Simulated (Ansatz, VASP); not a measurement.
**CdSe: VASP beside Ansatz**

Contents of INCAR:

```
SYSTEM = CdSe
PREC     = Accurate       ! precision mode
ENCUT    = 520            ! plane-wave cutoff, eV
EDIFF    = 1E-6           ! SCF threshold, eV
ISMEAR   = -1             ! smearing method
SIGMA    = 0.03           ! smearing width, eV
LREAL    = .False.        ! projectors in reciprocal space
LASPH    = .True.         ! aspherical terms in the spheres
NELM     = 80             ! most SCF steps
ALGO     = Normal         ! electronic algorithm
ISIF     = 2              ! what is computed and relaxed
LWAVE    = .False.        ! write WAVECAR
LCHARG   = .False.        ! write CHGCAR
GGA      = PE             ! functional
NBANDS   = 16             ! bands
```

File KPOINTS:

```
Automatic mesh
0
Gamma
  8 8 8
  0 0 0
```

File POSCAR:

```
CdSe
1.0
    0.0000000000      3.1623793346      3.0702711986
    3.1623793346      0.0000000000      3.0702711986
    3.1623793346      3.1623793346      0.0000000000
Cd Se
1 1
Direct
    0.0000000000      0.0000000000      0.0000000000
    0.2500000000      0.2500000000      0.2500000000
```

Input for Ansatz:

```yaml
crystal:
  lattice:
    - [0.0, 3.1623793346, 3.0702711986]
    - [3.1623793346, 0.0, 3.0702711986]
    - [3.1623793346, 3.1623793346, 0.0]
  atoms:
    - { symbol: Cd, position: [0.0, 0.0, 0.0] }
    - { symbol: Se, position: [0.25, 0.25, 0.25] }
kpoints:
  mp_grid: { grid: [8, 8, 8] }
  band_path:
    path:
      - [0.0, 0.0, 0.0]
      - [0.0, 0.5, 0.5]
      - [0.25, 0.75, 0.5]
      - [0.0, 0.5, 0.0]
      - [0.0, 0.0, 0.0]
      - [0.5, 0.5, 0.0]
      - [0.3826125, 0.6173875, 0.0]
      - [-0.3826125, 0.3826125, 0.0]
      - [0.0, 0.0, 0.0]
    npoints: 5
scf:
  occupations: { method: fermi_dirac, width: 0.03 }
hamiltonian:
  xc: pbe
  pseudopotentials: { kind: all_electron, lapw: { basis_error: 0.001 } }
output:
  forces: true
  stress: true
  eigenvalues: true
```

Change from the starting cell: equal xx and yy strain of +3 %.

Alike in both runs: task single point; functional PBE; k mesh 8 × 8 × 8; occupations fermi-dirac, width 0.03 eV; no spin polarisation.

|  | VASP | Ansatz |
| --- | --- | --- |
| version | VASP 6.6.1 | Ansatz 0.2.0 |
| potentials or method | VASP PAW PBE potentials, release 64 (Cd, Se), cutoff 520 eV | all-electron LAPW, scalar-relativistic |

|  | VASP | Ansatz | Ansatz less VASP |
| --- | --- | --- | --- |
| pressure (GPa) | -1.1 | -1.3 | -0.20 |
| traceless stress, the component that is largest in VASP (GPa) | 0.35 | 0.35 | +0.005 |

Ansatz ran all-electron here, and VASP with PAW potentials.
